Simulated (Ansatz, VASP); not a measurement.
## Two plane-wave programs on YbBe5

```
Yb Be
1.0
     0.00000    3.26174    3.26174
     3.26174    0.00000    3.26174
     3.26174    3.26174    0.00000
Yb Be
1 5
Cartesian
  0.0000 0.0000 0.0000
  4.8926 4.8926 4.8926
  4.0662 4.0662 2.4573
  4.0662 2.4573 4.0662
  2.4573 2.4573 2.4573
  2.4573 4.0662 4.0662
```

Change from the starting cell: species swapped into the ZrNi5 type (F-43m, No. 216).

Alike in both runs: task single point; functional PBE; k mesh 4 × 4 × 4; occupations gaussian, width 0.1 eV; collinear spin.

|  | VASP | Ansatz |
| --- | --- | --- |
| version | VASP 6.6.1 | Ansatz 0.2.0 |
| potentials or method | VASP PAW PBE potentials, release 64 (Yb, Be), cutoff 520 eV | scalar-relativistic, plane waves, PAW |
| valence electrons in the cell | 34 | 34 |

```csv
,VASP,Ansatz,Ansatz less VASP
gap on the k mesh at the Fermi level (eV),none,none,-
pressure (GPa),0.1,0.1,-0.06
rms of the force components (eV/Å),0.086,0.086,-0.0001
net moment per atom (μB),0.00,0.00,0.000
```

Atom by atom the forces differ by 0.000 eV/Å (rms over components). A gap of «none» marks a metal or a gap that the smearing closes. The functional is the same, so the differences come from potentials, cutoffs and numerics. Ansatz's warnings: seeded moment not kept.

The k mesh is coarse, so the values compare programs but aren't converged. Neither program's run includes spin-orbit coupling.
